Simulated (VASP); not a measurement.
Wanted: the native input for a VASP 6.6.1 run.

| Quantity | Value |
| --- | --- |
| Task | relaxation of the atoms |
| Functional | PBEsol |
| Potentials or basis | VASP PAW PBE potentials, release 64 (Sn_d, Se) |
| Cutoff | 520 eV |
| k mesh | 6 × 6 × 1 |
| Occupations | gaussian, width 0.05 eV |
| Spin | no spin polarisation |
| Dipole correction | yes |
| Atoms held fixed (from 0) | [0, 3] |
| Further INCAR settings | ALGO = Normal; EDIFF = 1e-06; IBRION = 2; EDIFFG = -0.03; NSW = 90 |

The structure of SnSe lies in POSCAR:

```
SnSe
1.0
    4.2041099673      0.0000000000      0.0000000000
    0.0000000000      4.2041099673      0.0000000000
    0.0000000000      0.0000000000     22.9455093334
Sn Se
3 3
Selective dynamics
Direct
    0.5000000000      0.5000000000      0.3704428556  F F F
    0.0000000000      0.0000000000      0.5000000000  T T T
    0.5000000000      0.5000000000      0.6295571444  T T T
    0.0000000000      0.0000000000      0.3704428556  F F F
    0.5000000000      0.5000000000      0.5000000000  T T T
    0.0000000000      0.0000000000      0.6295571444  T T T
```

The input as run:

INCAR

```
  ALGO = Normal
  DIPOL = 0.5 0.5 0.500
  EDIFF = 1E-6
  EDIFFG = -0.03
  ENCUT = 520
  GGA = PS
  IBRION = 2
  IDIPOL = 3
  ISIF = 2
  ISMEAR = 0
  KPAR = 4
  LASPH = True
  LCHARG = False
  LDIPOL = True
  LREAL = False
  LWAVE = False
  NELM = 100
  NSW = 90
  PREC = Accurate
  SIGMA = 0.05
```

KPOINTS

```
k-points
0
Gamma
  6 6 1
```

Potentials or basis: VASP PAW PBE potentials, release 64 (Sn_d, Se).

The run is started by

```console
$ cat potpaw_PBE.64/Sn_d/POTCAR potpaw_PBE.64/Se/POTCAR > POTCAR
$ mpirun -np 4 vasp_std > vasp.out
```

It gave:

```yaml
Energy_gained_by_relaxing: 8.8 meV/atom
Ionic_steps: 9
Band_gap_on_the_k_mesh: 0.25 eV
```

Caveat: semilocal functionals underestimate gaps, and a narrow one can read as zero; spin-orbit coupling is left out, which moves the levels of the heavy elements.

Wall time 8.5 min on 4 MPI ranks on Intel(R) Xeon(R) Platinum 8259CL CPU @ 2.50GHz (Skylake/Cascade Lake), with other jobs on the host, peak memory 0.55 GiB a rank.
